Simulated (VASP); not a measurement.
GaP: single point with PBE

The system is GaP.

```
Ga P
1.0
     0.00000    2.72525    2.72525
     2.72525    0.00000    2.72525
     2.72525    2.72525    0.00000
Ga P
1 1
Cartesian
  0.0000 0.0000 0.0000
  4.0879 4.0879 4.0879
```

```yaml
Program: VASP 6.6.1
Task: single point
Functional: PBE
Potentials_or_basis: VASP PAW PBE potentials, release 64 (Ga_d, P)
Cutoff: 520 eV
k_mesh: 10 × 10 × 10
Occupations: fermi-dirac, width 0.05 eV
Spin: non-collinear spin, zero start, spin-orbit coupling
Starting_moments: "[[0.0, 0.0, 0.0], [0.0, 0.0, 0.0]] μB"
```

| Item | Value |
| --- | --- |
| Pressure | 2.4 GPa |
| Net moment | 0.00 μB per cell |
| Valence electrons inside the program's atomic spheres | Ga 11.72; P 2.54 |

Moments on the atoms (μB; x, y, z):
```
Ga  0.00 0.00 0.00
P   0.00 0.00 0.00
```

It took 3.3 min on 1 thread of AMD EPYC 7R43 64-Core Processor (Zen 3), on a shared host, peak memory 0.31 GiB.
